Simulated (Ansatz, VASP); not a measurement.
**P2Se2O: VASP beside Ansatz**

The input INCAR:

```
  PREC = Accurate
  ENCUT = 600
  EDIFF = 1E-6
  ISMEAR = 0
  SIGMA = 0.1
  LREAL = False
  LASPH = True
  NELM = 100
  ALGO = Normal
  ISIF = 3
  LWAVE = False
  LCHARG = False
  GGA = PE
  IVDW = 12
  IBRION = 2
  NSW = 90
  EDIFFG = -0.04
```

File KPOINTS:

```
regular mesh
0
Gamma
  4 4 4
```

Contents of POSCAR:

```
P2Se2O
1.0
    3.7442342400      0.0000000000      0.0000000000
    0.0000000000      3.7442342400      0.0000000000
    0.0000000000      0.0000000000      4.5449047200
P Se O
2 2 1
Direct
    0.5000000000      0.5000000000      0.0351810000
    0.0000000000      0.0000000000      0.9327795700
    0.5000000000      0.5000000000      0.4853879000
    0.0000000000      0.0000000000      0.2929877100
    0.0000000000      0.0000000000      0.5820489500
```

Input for Ansatz:

```yaml
crystal:
  lattice:
    - [3.74423424, 0.0, 0.0]
    - [0.0, 3.74423424, 0.0]
    - [0.0, 0.0, 4.54490472]
  atoms:
    - { symbol: P, position: [0.5, 0.5, 0.035181] }
    - { symbol: P, position: [0.0, 0.0, 0.93277957] }
    - { symbol: Se, position: [0.5, 0.5, 0.4853879] }
    - { symbol: Se, position: [0.0, 0.0, 0.29298771] }
    - { symbol: O, position: [0.0, 0.0, 0.58204895] }
basis:
  ecutwfc: 420
kpoints:
  mp_grid: { grid: [4, 4, 4] }
hamiltonian:
  xc: pbe
  dispersion: d3bj
scf:
  occupations: { method: gaussian, width: 0.1 }
  lower_state_search: "off"
output:
  forces: true
  stress: true
  eigenvalues: true
relax:
  adjacent_minimum: "off"
  f_tol: 0.04
  max_steps: 70
  cell: { stress_tol: 0.4 }
```

Alike in both runs: task relaxation of cell and atoms; functional PBE; dispersion D3(BJ); k mesh 4 × 4 × 4; occupations gaussian, width 0.1 eV; no spin polarisation.

|  | VASP | Ansatz |
| --- | --- | --- |
| version | VASP 6.6.1 | Ansatz 0.2.0 |
| potentials or method | VASP PAW PBE potentials, release 64 (P, Se, O), cutoff 600 eV | scalar-relativistic, plane waves, PAW |
| valence electrons in the cell | 28 | 48 |

|  | VASP | Ansatz | Ansatz less VASP |
| --- | --- | --- | --- |
| relaxed volume (Å³/atom) | 16.77 | 21.45 | +4.679 |
| relaxed cell length with the largest relative difference (Å) | 3.388 | 3.703 | +0.3151 |

One of these differences is far larger than is usual between the two programs; its cause wasn't traced. VASP's potentials hold 28 valence electrons a cell and Ansatz's 48, so a difference there can come from the potentials and not from the codes.

The k mesh is coarse, so the values compare programs but aren't converged. Noted on VASP's run: the volume moved by over 15 % at a fixed basis, so the end points are rough.
